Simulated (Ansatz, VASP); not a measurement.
Two plane-wave programs on Al

The input INCAR:

```
ALGO = Normal ; EDIFF = 1E-7
ENCUT = 520 ; GGA = PS
ISIF = 2 ; ISMEAR = -1
LASPH = T ; LCHARG = T
LELF = T ; LREAL = F
LVHAR = T ; LWAVE = F
NBANDS = 8 ; NELM = 100
PREC = Accurate ; SIGMA = 0.05
```

Contents of KPOINTS:

```
k-points
0
Gamma
  10 10 10
```

The input POSCAR:

```
Al
1.0
   -1.5593943162      1.5593943162      1.5912186900
    1.5593943162     -1.5593943162      1.5912186900
    1.6230430638      1.6230430638     -1.5912186900
Al
1
Direct
    0.0000000000      0.0000000000      0.0000000000
```

input.yaml

```yaml
crystal:
  lattice:
    - [-1.5593943162, 1.5593943162, 1.59121869]
    - [1.5593943162, -1.5593943162, 1.59121869]
    - [1.6230430638, 1.6230430638, -1.59121869]
  atoms:
    - { symbol: Al, position: [0.0, 0.0, 0.0] }
hamiltonian:
  xc: pbesol
  pseudopotentials: { kind: paw }
kpoints:
  mp_grid: { grid: [10, 10, 10] }
  band_path:
    path:
      - [[0.0, 0.0, 0.0], [0.5, -0.5, 0.0], [0.5, -0.5, -0.5], [0.0, 0.0, -0.5], [0.0, 0.0, 0.0], [0.5003002001, 0.5003002001, -0.5003002001], [0.7399919952, -0.2600080048, -0.2399919952], [0.5, -0.5, 0.0]]
      - [[0.5003002001, 0.5003002001, -0.5003002001], [0.2600080048, 0.2600080048, -0.7600080048], [0.0, 0.0, -0.5]]
      - [[0.5, 0.0, -0.5], [0.0, 0.0, 0.0]]
    npoints: 14
scf:
  occupations: { method: fermi_dirac, width: 0.05 }
  n_extra_bands: 6
output:
  forces: true
  stress: true
  eigenvalues: true
  fatbands: false
```

Alike in both runs: functional PBEsol; k mesh 10 × 10 × 10; occupations fermi-dirac, width 0.05 eV; no spin polarisation.

|  | VASP | Ansatz |
| --- | --- | --- |
| version | VASP 6.6.1 | Ansatz 0.2.0 |
| potentials or method | VASP PAW PBE potentials, release 64 (Al) | Ansatz PAW |
| plane-wave cutoff (eV) | 520 | 420 |
| valence electrons in the cell | 3 | 3 |
| task | single point | band structure |

```csv
,VASP,Ansatz,Ansatz less VASP
gap on the k mesh at the Fermi level (eV),none,none,-
pressure (GPa),2.9,2.8,-0.07
"traceless stress, the component that is largest in VASP (GPa)",-4.55,-4.55,+0.008
```

VASP's potentials were made for PBE, not for PBEsol. A gap of «none» marks a metal or a gap that the smearing closes. The functional is the same, so the differences come from potentials, cutoffs and numerics.
